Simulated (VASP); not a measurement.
# Al2Ru (I4/mmm) in VASP: notebook

Al2Ru is run at these levels: PBEsol; tasks: single point, relaxation of the atoms.

Everything below comes from runs of VASP 6.6.1. Logs are shortened: lines on timing, memory, paths and dates and some standing lists are left out, and cuts for length are marked.

## 1. The cell of the first run

It takes space group I4/mmm (No. 139, tetragonal). The conventional cell has a = 3.125 Å, b = 3.125 Å, c = 8.413 Å, α = 90.00°, β = 90.00°, γ = 90.00°. Al (site symmetry 4mm) has 5 Ru at 2.58 to 2.87 Å and 9 Al at 2.67 to 3.12 Å within 3.4 Å. Ru (site symmetry 4/mmm) has 10 Al at 2.58 to 2.87 Å and 4 Ru at 3.12 Å within 3.4 Å.

## 2. Single point, PBEsol

The input, INCAR:

```
ALGO = Fast
EDIFF = 1E-7
ENCUT = 520
GGA = PS
ISIF = 2
ISMEAR = -1
LASPH = True
LCHARG = False
LREAL = False
LWAVE = False
NBANDS = 17
NELM = 100
PREC = Accurate
SIGMA = 0.15
```

The input, KPOINTS:

```
k-points
0
Gamma
  18 18 18
```

The input, POSCAR:

```
Al2Ru
1.0
   -1.5623910879      1.5623910879      4.2062690249
    1.5623910879     -1.5623910879      4.2062690249
    1.5623910879      1.5623910879     -4.2062690249
Al Ru
2 1
Direct
    0.6589339485      0.6589339485      0.0000000000
    0.3410660515      0.3410660515      0.0000000000
    0.0000000000      0.0000000000      0.0000000000
```

Potentials or basis: VASP PAW PBE potentials, release 64 (Al, Ru_pv).

Command:

```sh
> cat potpaw_PBE.64/Al/POTCAR potpaw_PBE.64/Ru_pv/POTCAR > POTCAR
> mpirun -np 1 vasp_std > vasp.out
```

OUTCAR:

```text
EDIFF = 1E-7
   ENCUT = 520
   GGA = PS
   ISIF = 2
   ISMEAR = -1
   LASPH = True
   LREAL = False
   NELM = 100
   PREC = Accurate

 ion  position               nearest neighbor table
   1  0.659  0.659  0.000-   3 2.58   3 2.58   3 2.58   3 2.58   2 2.67   2 2.69   2 2.69   2 2.69
                             2 2.69   3 2.87
   2  0.341  0.341  0.000-   3 2.58   3 2.58   3 2.58   3 2.58   1 2.67   1 2.69   1 2.69   1 2.69
                             1 2.69   3 2.87
   3  0.000  0.000  0.000-   1 2.58   1 2.58   1 2.58   2 2.58   2 2.58   2 2.58   1 2.58   2 2.58
                             1 2.87   2 2.87

  LATTYP: Found a body centered tetragonal cell.
 ALAT       =     3.1247821758
 C/A-ratio  =     2.6921998323

  Lattice vectors:

 A1 = (  -1.5623910879,   1.5623910879,   4.2062690249)
 A2 = (   1.5623910879,  -1.5623910879,   4.2062690249)
 A3 = (   1.5623910879,   1.5623910879,  -4.2062690249)

Analysis of symmetry for initial positions (statically):
=====================================================================
 Subroutine PRICEL returns:
 Original cell was already a primitive cell.

 Routine SETGRP: Setting up the symmetry group for a
 body centered tetragonal supercell.

 Subroutine GETGRP returns: Found 16 space group operations
 (whereof 16 operations were pure point group operations)
 out of a pool of 16 trial point group operations.

The static configuration has the point symmetry D_4h.

Analysis of symmetry for dynamics (positions and initial velocities):
=====================================================================
 Subroutine PRICEL returns:
 Original cell was already a primitive cell.

 Routine SETGRP: Setting up the symmetry group for a
 body centered tetragonal supercell.

 Subroutine GETGRP returns: Found 16 space group operations
 (whereof 16 operations were pure point group operations)
 out of a pool of 16 trial point group operations.

The dynamic configuration has the point symmetry D_4h.

 Subroutine INISYM returns: Found 16 space group operations
 (whereof 16 operations are pure point group operations),
 and found     1 'primitive' translations

----------------------------------------------------------------------------------------

                                     Primitive cell

  volume of cell :      41.0711

  direct lattice vectors                    reciprocal lattice vectors
    -1.562391088  1.562391088  4.206269025     0.000000000  0.320022307  0.118870190
     1.562391088 -1.562391088  4.206269025     0.320022307  0.000000000  0.118870190
     1.562391088  1.562391088 -4.206269025     0.320022307  0.320022307  0.000000000

  length of vectors
     4.751297816  4.751297816  4.751297816     0.341385997  0.341385997  0.452579886

  position of ions in fractional coordinates (direct lattice)
     0.658933948  0.658933948  0.000000000
     0.341066052  0.341066052  0.000000000
     0.000000000  0.000000000  0.000000000

  ion indices of the primitive-cell ions
   primitive index   ion index
                 1           1
                 2           2
                 3           3

----------------------------------------------------------------------------------------

 KPOINTS: k-points

Automatic generation of k-mesh.
 Grid dimensions read from file:
 generate k-points for:   18   18   18

 Generating k-lattice:

  Cartesian coordinates                     Fractional coordinates (reciprocal lattice)
     0.000000000  0.017779017  0.006603899     0.055555556  0.000000000  0.000000000
     0.017779017  0.000000000  0.006603899     0.000000000  0.055555556  0.000000000
     0.017779017  0.017779017  0.000000000     0.000000000  0.000000000  0.055555556

  Length of vectors
     0.018965889  0.018965889  0.025143327

  Shift w.r.t. Gamma in fractional coordinates (k-lattice)
     0.000000000  0.000000000  0.000000000

 Subroutine IBZKPT returns following result:
 ===========================================

 Found    480 irreducible k-points:

 Following reciprocal coordinates:
            Coordinates               Weight
  0.000000  0.000000  0.000000      1.000000
  0.055556 -0.000000  0.000000      8.000000
  0.111111 -0.000000  0.000000      8.000000
  0.166667  0.000000  0.000000      8.000000
  0.222222  0.000000  0.000000      8.000000
  0.277778  0.000000  0.000000      8.000000
[... 16 lines left out ...]
 -0.277778  0.055556  0.000000     16.000000
 -0.222222  0.055556  0.000000     16.000000
 [... further k-points ...]
   k-points           NKPTS =    480   k-points in BZ     NKDIM =    480   number of bands    NBANDS=     17
   number of dos      NEDOS =    301   number of ions     NIONS =      3
   total plane-waves  NPLWV =  46656
   dimension x,y,z NGX =    36 NGY =   36 NGZ =   36
   dimension x,y,z NGXF=    72 NGYF=   72 NGZF=   72
   ions per type =               2   1
   NGX,Y,Z   is equivalent  to a cutoff of  12.60, 12.60, 12.60 a.u.
   NGXF,Y,Z  is equivalent  to a cutoff of  25.19, 25.19, 25.19 a.u.
 SYSTEM =  unknown system
   PREC   = accura    normal or accurate (medium, high low for compatibility)
   ISTART =      0    job   : 0-new  1-cont  2-samecut
   ICHARG =      2    charge: 1-file 2-atom 10-const
   ISPIN  =      1    spin polarized calculation?
   LNONCOLLINEAR =      F non collinear calculations
   LSORBIT =      F    spin-orbit coupling
   LASPH  =      T    aspherical Exc in radial PAW
   ENCUT  =  520.0 eV  38.22 Ry    6.18 a.u.   8.83  8.83  8.83*2*pi/ulx,y,z
   NELM   =    100;   NELMIN=  2; NELMDL= -5     # of ELM steps
   EDIFF  = 0.1E-06   stopping-criterion for ELM
   LREAL  =      F    real-space projection
   EDIFFG = 0.1E-05   stopping-criterion for IOM
   NSW    =      0    number of steps for IOM
   IBRION =     -1    ionic relax: 0-MD 1-quasi-New 2-CG
   NFREE  =      0    steps in history (QN), initial steepest desc. (CG)
   ISIF   =      2    stress and relaxation
   ISYM   =      2    0-nonsym 1-usesym 2-fastsym
   POTIM  = 0.5000    time-step for ionic-motion
   TEBEG  =    0.0;   TEEND  =   0.0 temperature during run
   PSTRESS=    0.0 pullay stress
   NELECT =      20.0000    total number of electrons
   NUPDOWN=      -1.0000    fix difference up-down
   EMIN   =  10.00;   EMAX   =-10.00  energy-range for DOS
   EFERMI =   0.00;   METHOD = LEGACY
   ISMEAR =    -1;   SIGMA  =   0.15  broadening in eV -4-tet -1-fermi 0-gaus
   EFERMI_NEDOS =   21; number of points for ismear=-14 and -15
   IALGO  =     68    algorithm
   IMIX   =      4    mixing-type and parameters
     AMIX     =   0.40;   BMIX     =  1.00
     AMIX_MAG =   1.60;   BMIX_MAG =  1.00
  volume/ion in A,a.u.               =      13.69        92.39
  Fermi-wavevector in a.u.,A,eV,Ry     =   1.287971  2.433912 22.570276  1.658869
  Thomas-Fermi vector in A             =   2.419953
   LORBIT       =      0    0 simple, 1 ext, 2 COOP (PROOUT), +10 PAW based schemes
   GGA     = PS    functional components
   LHFCALC =     F    Hartree Fock is set to
   AEXX    =    0.0000 exact exchange contribution
   IVDW    =     0    specifies the selected vdW correction
   LEPSILON=     F    determine dielectric tensor
   LRPA    =     F    only Hartree local field effects (RPA)
 non-spin polarized calculation
 RMM-DIIS sequential band-by-band and
  energy-cutoff  :      520.00
  volume of cell :       41.07
 maximum number of plane-waves:      1132
   NGX = 17   NGY = 17   NGZ = 17

 number of electron      19.9999999 magnetization

 Free energy of the ion-electron system (eV)
  ---------------------------------------------------
  ext. energy  EPLUGINS =         0.00000000
  ---------------------------------------------------
  free energy    TOTEN  =       -20.34476693 eV

  energy without entropy =      -20.30299375  energy(sigma->0) =      -20.32388034

 E-fermi :  10.4513     XC(G=0): -12.0259

 val. band max:       10.4497158044   @ k =   0.3333   0.1667   0.1667
 cond. band min:      10.5051934376   @ k =  -0.2222   0.1667   0.0000
 fundamental gap:      0.0554776332
 Fermi energy:        10.4513307546

 k-point     1 :       0.0000    0.0000    0.0000
  band No.  band energies     occupation
      1     -32.0100      2.00000
      2     -32.0100      2.00000
      3     -31.9366      2.00000
      4      -0.3918      2.00000
      5       5.1136      2.00000
      6       6.7260      2.00000
[... 9 lines left out ...]
     16      16.7813      0.00000
     17      18.2415      0.00000

 k-point     2 :       0.0556   -0.0000    0.0000
  band No.  band energies     occupation
      1     -32.0140      2.00000
      2     -32.0096      2.00000
      3     -31.9362      2.00000
      4      -0.3338      2.00000
      5       5.1401      2.00000
      6       6.7464      2.00000
[... 9 lines left out ...]
     16      17.0453      0.00000
     17      18.7781      0.00000

 k-point     3 :       0.1111   -0.0000    0.0000
  band No.  band energies     occupation
      1     -32.0256      2.00000
      2     -32.0086      2.00000
      3     -31.9352      2.00000
      4      -0.1609      2.00000
      5       5.2148      2.00000
      6       6.8008      2.00000
[... 9 lines left out ...]
     16      17.5457      0.00000
     17      19.8712      0.00000

 k-point     4 :       0.1667    0.0000    0.0000
  band No.  band energies     occupation
      1     -32.0433      2.00000
      2     -32.0071      2.00000
      3     -31.9335      2.00000
      4       0.1236      2.00000
      5       5.3212      2.00000
      6       6.8558      2.00000
[... 9 lines left out ...]
     16      18.2137      0.00000
     17      21.0730      0.00000
[... 343 lines left out ...]
      1     -32.1089      2.00000
      2     -32.0052      2.00000
      3     -31.9267      2.00000
      4       1.5567      2.00000
      5       5.4248      2.00000
      6       6.4179      2.00000
[... 9 lines left out ...]
     16      19.8037      0.00000
     17      20.4383      0.00000

 k-point    23 :      -0.2778    0.0556    0.0000
  band No.  band energies     occupation
      1     -32.0874      2.00000
      2     -32.0072      2.00000
      3     -31.9287      2.00000
      4       0.9920      2.00000
      5       5.6289      2.00000
      6       6.5189      2.00000
[... 9 lines left out ...]
     16      19.2615      0.00000
     17      20.8719      0.00000

 k-point    24 :      -0.2222    0.0556    0.0000
  band No.  band energies     occupation
      1     -32.0645      2.00000
      2     -32.0092      2.00000
      3     -31.9309      2.00000
      4       0.5159      2.00000
      5       5.5943      2.00000
      6       6.7740      2.00000
[... 9 lines left out ...]
     16      18.7405      0.00000
     17      21.4769      0.00000

 [... further k-points ...]

------------------------ aborting loop because EDIFF is reached ----------------------------------------

  FORCE on cell =-STRESS in cart. coord.  units (eV):
  Direction    XX          YY          ZZ          XY          YZ          ZX
  --------------------------------------------------------------------------------------
  -------------------------------------------------------------------------------------
  Total        0.0187554      0.0187554      0.0268875      0.0000000      0.0000000      0.0000000
  in kB        0.7316463      0.7316463      1.0488779      0.0000000      0.0000000      0.0000000
  external PRESSURE =       0.8373902 kB  Pullay stress =       0.0000000 kB

 VOLUME and BASIS-vectors are now :
 -----------------------------------------------------------------------------
  energy-cutoff  :      520.00
  volume of cell :       41.07
      direct lattice vectors                 reciprocal lattice vectors
    -1.562391088  1.562391088  4.206269025     0.000000000  0.320022307  0.118870190
     1.562391088 -1.562391088  4.206269025     0.320022307  0.000000000  0.118870190
     1.562391088  1.562391088 -4.206269025     0.320022307  0.320022307  0.000000000

 POSITION                                       TOTAL-FORCE (eV/Angst)
 -----------------------------------------------------------------------------------
      0.00000      0.00000      5.54331        -0.000000     -0.000000      0.001549
      0.00000      0.00000      2.86923         0.000000      0.000000     -0.001549
      0.00000      0.00000      0.00000         0.000000      0.000000     -0.000000
 -----------------------------------------------------------------------------------
    total drift:                               -0.000000     -0.000000      0.000000

  FREE ENERGIE OF THE ION-ELECTRON SYSTEM (eV)
  ---------------------------------------------------
  free  energy   TOTEN  =       -20.3447669306 eV

  energy  without entropy=      -20.3029937470  energy(sigma->0) =      -20.32388034
```

It took 13 min on 1 thread of Intel Xeon Platinum 8259CL at 2.50GHz (Skylake/Cascade Lake), shared host; peak memory 0.46 GiB.

What came out:

```yaml
Free_energy: -20.3448 eV
Pressure: 0.1 GPa
Band_gap_on_the_k_mesh: zero (bands 10 and 11 overlap by 0.17 eV)
```

Caveat: the PAW data sets were made with another functional, which shifts forces and pressure a little.

(Part 1 of 2 ends here.)

The gap in the log of VASP goes by the Fermi energy; the results here count the filled bands.